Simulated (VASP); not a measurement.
Input of a VASP 6.6.1 run:

File POSCAR:

```
SrTiO3
1.0
    3.7859375481      0.0000000000      0.0000000000
    0.0000000000      3.7859375481      0.0000000000
    0.0000000000      0.0000000000      3.7859375481
Sr Ti O
1 1 3
Direct
    0.5000000000      0.5000000000      0.5000000000
    0.0000000000      0.0000000000      0.0000000000
    0.5000000000      0.0000000000      0.0000000000
    0.0000000000      0.5000000000      0.0000000000
    0.0000000000      0.0000000000      0.5000000000
```

The input INCAR.step1:

```
PREC = Accurate ; ENCUT = 520
ISMEAR = 0 ; SIGMA = 0.02
LREAL = False ; LASPH = True
NELM = 80 ; NBANDS = 28
GGA = PE ; ALGO = Normal
EDIFF = 1E-4 ; LWAVE = True
LCHARG = False
```

File INCAR.step2:

```
PREC = Accurate ; ENCUT = 520
EDIFF = 1E-7 ; ISMEAR = 0
SIGMA = 0.02 ; LREAL = False
LASPH = True ; NELM = 80
ALGO = Normal ; ISIF = 2
LWAVE = False ; LCHARG = False
METAGGA = R2SCAN ; LMIXTAU = True
NBANDS = 28 ; ISTART = 1
```

The input KPOINTS:

```
regular mesh
0
Gamma
  8 8 8
```

Potentials or basis: VASP PAW PBE potentials, release 64 (Sr_sv, Ti_sv, O).

Command:

```console
$ cat potpaw_PBE.64/Sr_sv/POTCAR potpaw_PBE.64/Ti_sv/POTCAR potpaw_PBE.64/O/POTCAR > POTCAR
$ cp INCAR.step1 INCAR
$ mpirun -np 1 vasp_std > vasp.out
$ cp INCAR.step2 INCAR
$ mpirun -np 1 vasp_std > vasp.out
```

(1) Estimate the band gap on the k mesh.

(2) What does it give for the pressure?

Answers

(1) 2.47 eV, indirect (least direct gap 2.79 eV).

(2) 23.2 GPa.

Caveat: the PAW data sets were made with another functional, which shifts forces and pressure a little.
